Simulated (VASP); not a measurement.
Input of a VASP 6.6.1 run:

INCAR

```
SYSTEM = Sb
ALGO = Normal ; EDIFF = 1E-6
ENCUT = 520 ; GGA = PE
ISIF = 2 ; ISMEAR = 0
LASPH = .True. ; LCHARG = .True.
LELF = .True. ; LREAL = .False.
LVHAR = .True. ; LWAVE = .False.
NBANDS = 14 ; NELM = 100
PREC = Accurate ; SIGMA = 0.1
```

File KPOINTS:

```
k-points
0
Gamma
  6 6 4
  0 0 0
```

POSCAR

```
Sb
1.0
    4.3615459223      0.0000000029      0.0000000000
   -2.1807729637      3.7772095670      0.0000000000
    0.0000000000      0.0000000000      5.4891249711
Sb
3
Direct
    0.3346612468      0.0000000000      0.1666666667
    0.0000000000      0.3346612468      0.8333333333
    0.6653387532      0.6653387532      0.5000000000
```

Potentials or basis: VASP PAW PBE potentials, release 64 (Sb).

Command:

```sh
$ cat potpaw_PBE.64/Sb/POTCAR > POTCAR
$ mpirun -np 1 vasp_std > vasp.out
```

Question: Predict the largest force.

Answer: 0.028 eV/Å.

Question: What does it give for the pressure?

Answer: -0.2 GPa.

Stress tensor (GPa, compression positive):
```
-0.12  0.00  0.00
 0.00 -0.12  0.00
 0.00  0.00 -0.29
```
